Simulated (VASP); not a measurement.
Runs of VASP 6.6.1 on ZnS. The structure is hexagonal, space group P6_3mc (No. 186). Conventional cell: a = 3.782 Å, b = 3.782 Å, c = 6.209 Å, α = 90.00°, β = 90.00°, γ = 120.00°. Within 3.1 Å of Zn (site symmetry 3m) lie 4 S at 2.32 Å. S (site symmetry 3m) has 4 Zn at 2.32 Å within 3.1 Å. 

```csv
cell,gap on the mesh (eV),pressure (GPa)
relaxed to 4 GPa,2.35,4.0
relaxed to 15 GPa,2.77,15.0
relaxed to 10 GPa,(a),10.0
relaxed to 7 GPa,2.48,7.0
```

Alike in all rows: task relaxation of cell and atoms; level PBEsol; potentials or basis VASP PAW PBE potentials, release 64 (Zn, S); no spin polarisation; k mesh 6 × 6 × 4; cutoff (eV) 600; smearing gaussian 0.01 eV.

Task: Fill in the values left out.

Result: (a) 2.60.

Caveats: the cell is relaxed towards a set pressure, so the run minimises the enthalpy, not the energy; the PAW data sets were made with another functional, which shifts forces and pressure a little.

